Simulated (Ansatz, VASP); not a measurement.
**ZnO: VASP beside Ansatz**

```
Zn O
1.0
     3.23865    0.00000    0.00000
    -1.61932    2.80475    0.00000
     0.00000    0.00000    7.13044
Zn O
2 2
Direct
  0.00000 0.00000 0.75000
  0.00000 0.00000 0.25000
  0.33333 0.66667 0.25000
  0.66667 0.33333 0.75000
```

Change from the starting cell: strain -0.015 along x and y, +0.000 along z, atoms carried along.

Alike in both runs: task single point; functional LDA; k mesh 9 × 9 × 4; occupations gaussian, width 0.05 eV; no spin polarisation.

```csv
,VASP,Ansatz
version,VASP 6.6.1,Ansatz 0.2.0
potentials or method,"VASP PAW LDA potentials, release 64 (Zn, O), cutoff 520 eV","scalar-relativistic, plane waves, PAW"
valence electrons in the cell,36,36
```

VASP gave:

```
gap on the k mesh at the Fermi level (eV)                     : 0.77
least direct gap on the mesh (eV)                             : 0.77
pressure (GPa)                                                : -3.5
traceless stress, the component that is largest in VASP (GPa) : 1.61
```

Task: Which values does Ansatz return?

Result: gap on the k mesh at the Fermi level (eV): 0.76; least direct gap on the mesh (eV): 0.76; pressure (GPa): -4.4; traceless stress, the component that is largest in VASP (GPa): 2.60.

LDA's correlation is that of Perdew and Zunger in VASP and of Perdew and Wang (1992) in Ansatz.
